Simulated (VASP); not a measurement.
A run of VASP 6.6.1 is set up as follows.

Contents of INCAR:

```
PREC = Accurate ; ENCUT = 500
EDIFF = 1E-6 ; ISMEAR = 0
SIGMA = 0.15 ; LREAL = False
LASPH = True ; NELM = 120
ALGO = Normal ; ISIF = 2
LWAVE = False ; LCHARG = True
GGA = PE ; LELF = True
LVHAR = True ; NBANDS = 26
GGA_COMPAT = False
```

File KPOINTS:

```
Automatic mesh
0
Gamma
  3 3 2
```

POSCAR

```
GaAsSe3
1.0
    4.5862658249      0.0000000000      0.0000000000
    0.0000000000      4.5862658249      0.0000000000
    0.0000000000      0.0000000000      6.3319021310
Ga As Se
1 1 3
Direct
    0.5000000000      0.5000000000      0.6628526279
    0.0000000000      0.0000000000      0.9885895111
    0.5000000000      0.0000000000      0.1731317844
    0.0000000000      0.5000000000      0.1731317844
    0.0000000000      0.0000000000      0.6104963121
```

Potentials or basis: VASP PAW PBE potentials, release 64 (Ga_d, As, Se).

Launch:

```bash
$ cat potpaw_PBE.64/Ga_d/POTCAR potpaw_PBE.64/As/POTCAR potpaw_PBE.64/Se/POTCAR > POTCAR
$ mpirun -np 1 vasp_std > vasp.out
```

**Question.** What does it give for the pressure?

**Answer.** 0.0 GPa.

**Question.** Predict the largest force.

**Answer.** 0.069 eV/Å.

**Question.** What does it give for the band gap on the k mesh?

**Answer.** Zero (band 18 reaches 3.27 eV, above the bottom of band 19 at 2.53 eV).

Forces in eV/Å, atoms in the order of the input:
```
Ga   0.000  0.000 -0.069
As   0.000  0.000  0.011
Se   0.000  0.000  0.034
Se   0.000  0.000  0.034
Se   0.000  0.000 -0.009
```

Caveat: the k points lie up to 0.50 Å⁻¹ apart.
